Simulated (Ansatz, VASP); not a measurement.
One calculation of ZrCdF4, two programs

```
Zr Cd F
1.0
     0.00000    3.43665    3.43665
     3.43665    0.00000    3.43665
     3.43665    3.43665    0.00000
Zr Cd F
1 1 4
Direct
  0.00000 0.00000 0.00000
  0.25000 0.25000 0.25000
  0.12562 0.62479 0.62479
  0.62479 0.62479 0.12562
  0.62479 0.12562 0.62479
  0.62479 0.62479 0.62479
```

Change from the starting cell: species swapped into the LuNi4Sn type (F-43m, No. 216).

Alike in both runs: task single point; functional PBE; k mesh 4 × 4 × 4; occupations gaussian, width 0.1 eV; no spin polarisation.

|  | VASP | Ansatz |
| --- | --- | --- |
| version | VASP 6.6.1 | Ansatz 0.2.0 |
| potentials or method | VASP PAW PBE potentials, release 64 (Zr_sv, Cd, F), cutoff 520 eV | scalar-relativistic, plane waves, PAW |
| valence electrons in the cell | 52 | 60 |

```csv
,VASP,Ansatz,Ansatz less VASP
gap on the k mesh at the Fermi level (eV),0.55,0.56,+0.004
least direct gap on the mesh (eV),0.73,0.74,+0.005
pressure (GPa),-8.5,-8.6,-0.01
rms of the force components (eV/Å),0.101,0.100,-0.0009
```

Atom by atom the forces differ by 0.001 eV/Å (rms over components). VASP's potentials hold 52 valence electrons a cell and Ansatz's 60, so a difference there can come from the potentials and not from the codes.
